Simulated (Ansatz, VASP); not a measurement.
# Two plane-wave programs on Be

File INCAR:

```
PREC = Accurate
ENCUT = 520
EDIFF = 1E-7
ISMEAR = 0
SIGMA = 0.1
LREAL = False
LASPH = True
NELM = 60
ALGO = Fast
ISIF = 2
LWAVE = False
LCHARG = False
GGA = PE
NBANDS = 12
```

Contents of KPOINTS:

```
Automatic mesh
0
Gamma
  10 10 16
```

POSCAR

```
Be
1.0
    3.8108845194      0.0000000000      0.0000000000
    0.0000000000      3.5471462819     -0.1498725600
    0.0000000000     -0.0912512000      2.2488401984
Be
4
Direct
    0.3308207075      0.3537390195     -0.0154732105
    0.7381409133      0.6462609805      0.0154732105
    0.1691792925      0.8537390195      0.4845267895
    0.7618590867      0.1462609805      0.5154732105
```

Input for Ansatz:

```yaml
crystal:
  lattice:
    - [3.8108845194, 0.0, 0.0]
    - [0.0, 3.5471462819, -0.14987256]
    - [0.0, -0.0912512, 2.2488401984]
  atoms:
    - { symbol: Be, position: [0.3308207075, 0.3537390195, -0.0154732105] }
    - { symbol: Be, position: [0.7381409133, 0.6462609805, 0.0154732105] }
    - { symbol: Be, position: [0.1691792925, 0.8537390195, 0.4845267895] }
    - { symbol: Be, position: [0.7618590867, 0.1462609805, 0.5154732105] }
basis:
  ecutwfc: 420
kpoints:
  mp_grid: { grid: [10, 10, 16] }
hamiltonian:
  xc: pbe
scf:
  occupations: { method: gaussian, width: 0.1 }
output:
  forces: true
  stress: true
  eigenvalues: true
```

Alike in both runs: task single point; functional PBE; k mesh 10 × 10 × 16; occupations gaussian, width 0.1 eV; no spin polarisation.

|  | VASP | Ansatz |
| --- | --- | --- |
| version | VASP 6.6.1 | Ansatz 0.2.0 |
| potentials or method | VASP PAW PBE potentials, release 64 (Be), cutoff 520 eV | scalar-relativistic, plane waves, PAW |
| valence electrons in the cell | 8 | 8 |

|  | VASP | Ansatz | Ansatz less VASP |
| --- | --- | --- | --- |
| gap on the k mesh at the Fermi level (eV) | none | none | - |
| pressure (GPa) | 16.5 | 16.3 | -0.19 |
| traceless stress, the component that is largest in VASP (GPa) | 20.23 | 20.22 | -0.009 |
| rms of the force components (eV/Å) | 1.176 | 1.172 | -0.0038 |

Atom by atom the forces differ by 0.005 eV/Å (rms over components). A gap of «none» marks a metal or a gap that the smearing closes.
